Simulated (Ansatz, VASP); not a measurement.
## Ta in VASP and in Ansatz

Contents of INCAR:

```
PREC = Accurate ; ENCUT = 520
EDIFF = 1E-6 ; ISMEAR = -1
SIGMA = 0.1 ; LREAL = F
LASPH = T ; NELM = 80
ALGO = Normal ; ISIF = 2
LWAVE = F ; LCHARG = F
GGA = RE ; NBANDS = 24
```

File KPOINTS:

```
Automatic mesh
0
Gamma
  9 9 13
```

The input POSCAR:

```
Ta
1.0
    4.8186760696      0.0000000000      0.0000000000
   -2.4093380348      4.1730958889      0.0000000000
    0.0000000000      0.0000000000      2.7058122913
Ta
3
Direct
    0.0000000000      1.0000000000      0.0000000000
    0.3333333333      0.6666666667      0.5000000000
    0.6666666667      0.3333333333      0.5000000000
```

Input for Ansatz:

```yaml
crystal:
  lattice:
    - [4.8186760696, 0.0, 0.0]
    - [-2.4093380348, 4.1730958889, 0.0]
    - [0.0, 0.0, 2.7058122913]
  atoms:
    - { symbol: Ta, position: [0.0, 1.0, 0.0] }
    - { symbol: Ta, position: [0.3333333333, 0.6666666667, 0.5] }
    - { symbol: Ta, position: [0.6666666667, 0.3333333333, 0.5] }
hamiltonian:
  xc: revpbe
  pseudopotentials:
    kind: paw
    azcp:
      Ta: "pseudopotentials/Ta.paw.azcp"
basis:
  ecutwfc: 420
  fft_grid_basis: typed
kpoints:
  mp_grid: { grid: [9, 9, 13], shift: [0, 0, 0] }
magnetization:
  spin_polarized: false
scf:
  occupations: { method: fermi_dirac, width: 0.1 }
  lower_state_search: "off"
output:
  stress: true
```

Alike in both runs: task single point; functional revPBE; k mesh 9 × 9 × 13; occupations fermi-dirac, width 0.1 eV; no spin polarisation.

|  | VASP | Ansatz |
| --- | --- | --- |
| version | VASP 6.6.1 | Ansatz 0.2.0 |
| potentials or method | VASP PAW PBE potentials, release 64 (Ta_pv), cutoff 520 eV | plane waves (420 eV) with PAW, scalar-relativistic |
| valence electrons in the cell | 33 | 39 |

VASP gave:

| Item | Value |
| --- | --- |
| pressure (GPa) | 8.0 |
| traceless stress, the component that is largest in VASP (GPa) | 0.40 |

Q: What did Ansatz give for the same quantities?

A: Pressure (GPa): 7.9; traceless stress, the component that is largest in VASP (GPa): 0.33.

VASP's potentials were made for PBE, not for revPBE. VASP's potentials hold 33 valence electrons a cell and Ansatz's 39, so a difference there can come from the potentials and not from the codes.

Neither program's run includes spin-orbit coupling.
